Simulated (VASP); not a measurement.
NiO:

```
CELL_PARAMETERS angstrom
0.00000 2.05771 2.05771
2.05771 0.00000 2.05771
2.05771 2.05771 0.00000
ATOMIC_POSITIONS crystal
Ni 0.00000 0.00000 0.00000
O 0.50000 0.50000 0.50000
```

Base run:

| Item | Value |
| --- | --- |
| Program | VASP 6.6.1 |
| Functional | BLYP |
| Dispersion | D4 |
| Potentials or basis | VASP PAW PBE potentials, release 64 (Ni_sv_GW, O) |
| Cutoff | 700 eV |
| k mesh | 11 × 11 × 11 |
| Occupations | fermi-dirac, width 0.05 eV |
| Spin | collinear spin, ferromagnetic start |
| Starting moments | [1.0, 0.0] μB |

Its results: pressure 13.2 GPa; net moment 1.54 μB per cell; site moments Ni +1.28; O +0.23 μB.

Q: The run is repeated on the same cell with these changes: dispersion from D4 to D3(BJ). What comes out?

A: Pressure 16.8 GPa; net moment 1.54 μB per cell; site moments Ni +1.28; O +0.23 μB.

Caveats: the cell stands under pressure; the PAW data sets were made with another functional, which shifts forces and pressure a little; a cell with one magnetic atom can't hold antiferromagnetic order, which such compounds often take.
